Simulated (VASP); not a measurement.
# TePt (R-3m) in VASP: relaxation of cell and atoms with PBEsol+D3(BJ)

Aim: the relaxation of cell and atoms of TePt with PBEsol+D3(BJ).

Program: VASP 6.6.1. These are calculated values, not measurements. Logs are shortened: lines on timing, memory, paths and dates and some standing lists are left out, and cuts for length are marked.

### Step 1. The cell of the first run

It takes space group R-3m (No. 166, trigonal). The conventional cell has a = 3.963 Å, b = 3.963 Å, c = 19.983 Å, α = 90.00°, β = 90.00°, γ = 120.00°. Within 3.4 Å of Te (site symmetry 3m) lie 3 Pt at 2.59 Å. Within 3.4 Å of Pt (site symmetry 3m) lie 3 Te at 2.59 Å and 3 Pt at 2.72 Å.

### Step 2. Relaxation of cell and atoms, PBEsol+D3(BJ)

Contents of INCAR:

```
SYSTEM = TePt
ALGO = Normal ; EDIFF = 1E-6
EDIFFG = -0.002 ; ENCUT = 600
GGA = PS ; IBRION = 2
ISIF = 3 ; ISMEAR = 0
IVDW = 12 ; LASPH = .TRUE.
LCHARG = .FALSE. ; LREAL = .FALSE.
LWAVE = .FALSE. ; NELM = 100
NSW = 100 ; PREC = Accurate
SIGMA = 0.1
```

Contents of KPOINTS:

```
k-points
0
G
  12 12 12
  0 0 0
```

Contents of POSCAR:

```
TePt
1.0
    1.9815661262      1.1440577364      6.6610334788
   -1.9815661262      1.1440577364      6.6610334788
    0.0000000000     -2.2881154728      6.6610334788
Te Pt
2 2
Direct
    0.5980000000      0.5980000000      0.5980000000
    0.4020000000      0.4020000000      0.4020000000
    0.8703333333      0.8703333333      0.8703333333
    0.1296666667      0.1296666667      0.1296666667
```

Potentials or basis: VASP PAW PBE potentials, release 64 (Te, Pt).

Run with:

```sh
cat potpaw_PBE.64/Te/POTCAR potpaw_PBE.64/Pt/POTCAR > POTCAR
mpirun -np 1 vasp_std > vasp.out
```

OUTCAR:

```text
SYSTEM = TePt
   EDIFF = 1E-6
   EDIFFG = -0.002
   ENCUT = 600
   GGA = PS
   IBRION = 2
   ISIF = 3
   ISMEAR = 0
   IVDW = 12
   LASPH = .TRUE.
   LREAL = .FALSE.
   NELM = 100
   NSW = 100
   PREC = Accurate
 IVDW          = 12

 ion  position               nearest neighbor table
   1  0.598  0.598  0.598-   3 2.59   3 2.59   3 2.59   4 3.54   4 3.54   4 3.54   2 3.57   2 3.57
                             2 3.57
   2  0.402  0.402  0.402-   4 2.59   4 2.59   4 2.59   3 3.54   3 3.54   3 3.54   1 3.57   1 3.57
                             1 3.57
   3  0.870  0.870  0.870-   1 2.59   1 2.59   1 2.59   4 2.72   4 2.72   4 2.72   2 3.54   2 3.54
                             2 3.54
   4  0.130  0.130  0.130-   2 2.59   2 2.59   2 2.59   3 2.72   3 2.72   3 2.72   1 3.54   1 3.54
                             1 3.54

  LATTYP: Found a trigonal (rhomboedric) cell.
 ALAT       =     7.0430703122
 COS(alpha) =     0.8416846276

  Lattice vectors:

 A1 = (   1.9815661262,   1.1440577364,   6.6610334788)
 A2 = (  -1.9815661262,   1.1440577364,   6.6610334788)
 A3 = (   0.0000000000,  -2.2881154728,   6.6610334788)

Analysis of symmetry for initial positions (statically):
=====================================================================
 Subroutine PRICEL returns:
 Original cell was already a primitive cell.

 Routine SETGRP: Setting up the symmetry group for a
 trigonal (rhombohedral) supercell.

 Subroutine GETGRP returns: Found 12 space group operations
 (whereof 12 operations were pure point group operations)
 out of a pool of 12 trial point group operations.

The static configuration has the point symmetry D_3d.

Analysis of symmetry for dynamics (positions and initial velocities):
=====================================================================
 Subroutine PRICEL returns:
 Original cell was already a primitive cell.

 Routine SETGRP: Setting up the symmetry group for a
 trigonal (rhombohedral) supercell.

 Subroutine GETGRP returns: Found 12 space group operations
 (whereof 12 operations were pure point group operations)
 out of a pool of 12 trial point group operations.

The dynamic configuration has the point symmetry D_3d.

 Subroutine INISYM returns: Found 12 space group operations
 (whereof 12 operations are pure point group operations),
 and found     1 'primitive' translations

----------------------------------------------------------------------------------------

                                     Primitive cell

  volume of cell :      90.6044

  direct lattice vectors                    reciprocal lattice vectors
     1.981566126  1.144057736  6.661033479     0.252325670  0.145680293  0.050042285
    -1.981566126  1.144057736  6.661033479    -0.252325670  0.145680293  0.050042285
     0.000000000 -2.288115473  6.661033479     0.000000000 -0.291360587  0.050042285

  length of vectors
     7.043070312  7.043070312  7.043070312     0.295626829  0.295626829  0.295626829

  position of ions in fractional coordinates (direct lattice)
     0.598000000  0.598000000  0.598000000
     0.402000000  0.402000000  0.402000000
     0.870333333  0.870333333  0.870333333
     0.129666667  0.129666667  0.129666667

  ion indices of the primitive-cell ions
   primitive index   ion index
                 1           1
                 2           2
                 3           3
                 4           4

----------------------------------------------------------------------------------------

 KPOINTS: k-points

Automatic generation of k-mesh.
 Grid dimensions read from file:
 generate k-points for:   12   12   12

 Generating k-lattice:

  Cartesian coordinates                     Fractional coordinates (reciprocal lattice)
     0.021027139  0.012140024  0.004170190     0.083333333 -0.000000000  0.000000000
    -0.021027139  0.012140024  0.004170190    -0.000000000  0.083333333  0.000000000
     0.000000000 -0.024280049  0.004170190     0.000000000  0.000000000  0.083333333

  Length of vectors
     0.024635569  0.024635569  0.024635569

  Shift w.r.t. Gamma in fractional coordinates (k-lattice)
     0.000000000  0.000000000  0.000000000

 Subroutine IBZKPT returns following result:
 ===========================================

 Found    189 irreducible k-points:

 Following reciprocal coordinates:
            Coordinates               Weight
  0.000000  0.000000  0.000000      1.000000
  0.083333  0.000000  0.000000      6.000000
  0.166667  0.000000  0.000000      6.000000
  0.250000 -0.000000  0.000000      6.000000
  0.333333 -0.000000  0.000000      6.000000
  0.416667 -0.000000  0.000000      6.000000
[... 16 lines left out ...]
  0.500000  0.166667  0.000000     12.000000
 -0.416667  0.166667  0.000000     12.000000
 [... further k-points ...]
   k-points           NKPTS =    189   k-points in BZ     NKDIM =    189   number of bands    NBANDS=     20
   number of dos      NEDOS =    301   number of ions     NIONS =      4
   total plane-waves  NPLWV = 175616
   dimension x,y,z NGX =    56 NGY =   56 NGZ =   56
   dimension x,y,z NGXF=   112 NGYF=  112 NGZF=  112
   ions per type =               2   2
   NGX,Y,Z   is equivalent  to a cutoff of  13.22, 13.22, 13.22 a.u.
   NGXF,Y,Z  is equivalent  to a cutoff of  26.44, 26.44, 26.44 a.u.
 SYSTEM =  TePt
   PREC   = accura    normal or accurate (medium, high low for compatibility)
   ISTART =      0    job   : 0-new  1-cont  2-samecut
   ICHARG =      2    charge: 1-file 2-atom 10-const
   ISPIN  =      1    spin polarized calculation?
   LNONCOLLINEAR =      F non collinear calculations
   LSORBIT =      F    spin-orbit coupling
   LASPH  =      T    aspherical Exc in radial PAW
   ENCUT  =  600.0 eV  44.10 Ry    6.64 a.u.  14.07 14.07 14.07*2*pi/ulx,y,z
   NELM   =    100;   NELMIN=  2; NELMDL= -5     # of ELM steps
   EDIFF  = 0.1E-05   stopping-criterion for ELM
   LREAL  =      F    real-space projection
   EDIFFG = -.2E-02   stopping-criterion for IOM
   NSW    =    100    number of steps for IOM
   IBRION =      2    ionic relax: 0-MD 1-quasi-New 2-CG
   NFREE  =      1    steps in history (QN), initial steepest desc. (CG)
   ISIF   =      3    stress and relaxation
   ISYM   =      2    0-nonsym 1-usesym 2-fastsym
   POTIM  = 0.5000    time-step for ionic-motion
   TEBEG  =    0.0;   TEEND  =   0.0 temperature during run
   PSTRESS=    0.0 pullay stress
   NELECT =      32.0000    total number of electrons
   NUPDOWN=      -1.0000    fix difference up-down
   EMIN   =  10.00;   EMAX   =-10.00  energy-range for DOS
   EFERMI =   0.00;   METHOD = LEGACY
   ISMEAR =     0;   SIGMA  =   0.10  broadening in eV -4-tet -1-fermi 0-gaus
   EFERMI_NEDOS =   21; number of points for ismear=-14 and -15
   IALGO  =     38    algorithm
   IMIX   =      4    mixing-type and parameters
     AMIX     =   0.40;   BMIX     =  1.00
     AMIX_MAG =   1.60;   BMIX_MAG =  1.00
  volume/ion in A,a.u.               =      22.65       152.86
  Fermi-wavevector in a.u.,A,eV,Ry     =   1.157200  2.186791 18.219718  1.339111
  Thomas-Fermi vector in A             =   2.293813
   LORBIT       =      0    0 simple, 1 ext, 2 COOP (PROOUT), +10 PAW based schemes
   GGA     = PS    functional components
   LHFCALC =     F    Hartree Fock is set to
   AEXX    =    0.0000 exact exchange contribution
   IVDW    =    12    specifies the selected vdW correction
   LEPSILON=     F    determine dielectric tensor
   LRPA    =     F    only Hartree local field effects (RPA)
 conjugate gradient relaxation of ions
 non-spin polarized calculation
 Gauss-broadening in eV      SIGMA  =   0.10
  energy-cutoff  :      600.00
  volume of cell :       90.60
 maximum number of plane-waves:      3046
   NGX = 29   NGY = 29   NGZ = 29

--------------------------------------- Ionic step        1  -------------------------------------------

 number of electron      31.9999999 magnetization

 Free energy of the ion-electron system (eV)
  ---------------------------------------------------
  ext. energy  EPLUGINS =         0.00000000
  ---------------------------------------------------
  free energy    TOTEN  =       -22.36011666 eV

  energy without entropy =      -22.35191948  energy(sigma->0) =      -22.35601807

------------------------ aborting loop because EDIFF is reached ----------------------------------------

 Edisp (eV)   -2.19851

 E8    (eV) :    -1.4955

  FORCE on cell =-STRESS in cart. coord.  units (eV):
  Direction    XX          YY          ZZ          XY          YZ          ZX
  --------------------------------------------------------------------------------------
  -------------------------------------------------------------------------------------
  Total      -2.42765    -2.42765    -2.57984     0.00000    -0.00000    -0.00000
  in kB     -42.92872   -42.92872   -45.61992     0.00000    -0.00000    -0.00000
  external pressure =      -43.83 kB  Pullay stress =        0.00 kB
[... 103 lines left out ...]
  FREE ENERGIE OF THE ION-ELECTRON SYSTEM (eV)
  ---------------------------------------------------
  free  energy   TOTEN  =       -24.6034919206 eV

  energy  without entropy=      -24.5958531449  energy(sigma->0) =      -24.59967253

[... ionic steps 4 to 29 ...]

--------------------------------------- Ionic step       30  -------------------------------------------

 number of electron      31.9999999 magnetization

------------------------ aborting loop because EDIFF is reached ----------------------------------------

 Edisp (eV)   -2.34542

 E8    (eV) :    -1.5957
[... 73 lines left out ...]
  energy  without entropy=      -24.6376980426  energy(sigma->0) =      -24.64234062

--------------------------------------- Ionic step       32  -------------------------------------------

 number of electron      31.9999999 magnetization

 Free energy of the ion-electron system (eV)
  ---------------------------------------------------
  ext. energy  EPLUGINS =         0.00000000
  ---------------------------------------------------
  free energy    TOTEN  =       -22.30166235 eV

  energy without entropy =      -22.29238614  energy(sigma->0) =      -22.29702424

 E-fermi :   9.1693     XC(G=0): -11.3937

 val. band max:        9.1638149814   @ k =   0.1667   0.1667   0.1667
 cond. band min:       9.1734744883   @ k =   0.4167   0.0833   0.0000
 fundamental gap:      0.0096595069
 Fermi energy:         9.1693051544

 k-point     1 :       0.0000    0.0000    0.0000
  band No.  band energies     occupation
      1      -4.6047      2.00000
      2      -2.5824      2.00000
      3       1.9217      2.00000
      4       3.4665      2.00000
      5       3.4665      2.00000
      6       4.2021      2.00000
[... 12 lines left out ...]
     19      12.2274      0.00000
[... 513 lines left out ...]
      4       2.7282      2.00000
      5       3.7903      2.00000
      6       4.3280      2.00000
[... 12 lines left out ...]
     19      12.1852      0.00000
     20      14.6338      0.00000

 [... further k-points ...]

------------------------ aborting loop because EDIFF is reached ----------------------------------------

 Edisp (eV)   -2.34532

 E8    (eV) :    -1.5956

  FORCE on cell =-STRESS in cart. coord.  units (eV):
  Direction    XX          YY          ZZ          XY          YZ          ZX
  --------------------------------------------------------------------------------------
  -------------------------------------------------------------------------------------
  Total       0.00022     0.00022     0.00361     0.00000     0.00000     0.00000
  in kB       0.00422     0.00422     0.06798     0.00000     0.00000     0.00000
  external pressure =        0.03 kB  Pullay stress =        0.00 kB
[... 19 lines left out ...]
  FREE ENERGIE OF THE ION-ELECTRON SYSTEM (eV)
  ---------------------------------------------------
  free  energy   TOTEN  =       -24.6469844245 eV

  energy  without entropy=      -24.6377082126  energy(sigma->0) =      -24.64234632

 reached required accuracy - stopping structural energy minimisation
```

Wall time 1.7 h (1 thread of Intel Xeon 6975P-C (Granite Rapids), shared host); peak memory 0.81 GiB.

What came out:

```
Free energy                           : -24.6470 eV
Relaxed volume                        : 21.28 Å³/atom
Relaxed cell                          : a = 6.775 Å, b = 6.775 Å, c = 6.775 Å, α = 33.66°, β = 33.66°, γ = 33.66°
Space group after relaxing (to 0.1 Å) : R-3m (No. 166)
Energy gained by relaxing             : 22.1 meV/atom
Ionic steps                           : 32
Pressure after relaxing               : 0.0 GPa
Band gap on the k mesh                : zero (bands 16 and 17 overlap by 2.78 eV)
Dispersion energy per atom            : -0.586 eV
```

The path:
```
step  energy change (eV)  largest force (eV/Å)  pressure (GPa)  volume (Å³)
   1              0.0000                0.1963           -4.38        90.60
   2              0.0858                1.2668            9.49        82.72
   3             -0.0449                0.4776            0.07        87.57
   4             -0.0660                0.3008            0.00        86.85
   5             -0.0745                0.3923            0.09        85.85
   6             -0.0851                0.2012           -0.46        85.53
   7             -0.0862                0.1114           -0.70        85.37
   8             -0.0806                0.1567            2.04        83.85
   9             -0.0877                0.0535            0.16        84.89
  10             -0.0882                0.0123            0.00        85.02
  11             -0.0882                0.0231           -0.03        85.04
  12             -0.0883                0.0194            0.09        85.01
  13             -0.0883                0.0177            0.14        85.00
  14             -0.0883                0.0088            0.03        85.08
  15             -0.0883                0.0062           -0.01        85.11
  16             -0.0883                0.0070           -0.01        85.10
  17             -0.0883                0.0085            0.00        85.09
  18             -0.0884                0.0034            0.02        85.09
  19             -0.0884                0.0027            0.01        85.09
  20             -0.0884                0.0034            0.01        85.09
  21             -0.0884                0.0030            0.01        85.09
  22             -0.0884                0.0026            0.01        85.09
  23             -0.0884                0.0029            0.01        85.09
  24             -0.0884                0.0028            0.01        85.09
  25             -0.0884                0.0028            0.01        85.09
  26             -0.0884                0.0031            0.00        85.10
  27             -0.0884                0.0042           -0.02        85.12
  28             -0.0884                0.0041           -0.03        85.11
  29             -0.0884                0.0037           -0.02        85.10
  30             -0.0884                0.0034           -0.01        85.10
  31             -0.0884                0.0025           -0.01        85.10
  32             -0.0884                0.0004            0.00        85.11
```

Final structure:
```
Te Pt
1.0
     1.96159    1.13252    6.38488
    -1.96159    1.13252    6.38488
     0.00000   -2.26504    6.38488
Te Pt
2 2
Cartesian
  0.0000 0.0000 11.5278
  0.0000 0.0000 7.6269
  0.0000 0.0000 16.6802
  0.0000 0.0000 2.4744
```

Caveat: the PAW data sets were made with another functional, which shifts forces and pressure a little; spin-orbit coupling is left out, which moves the levels of the heavy elements.
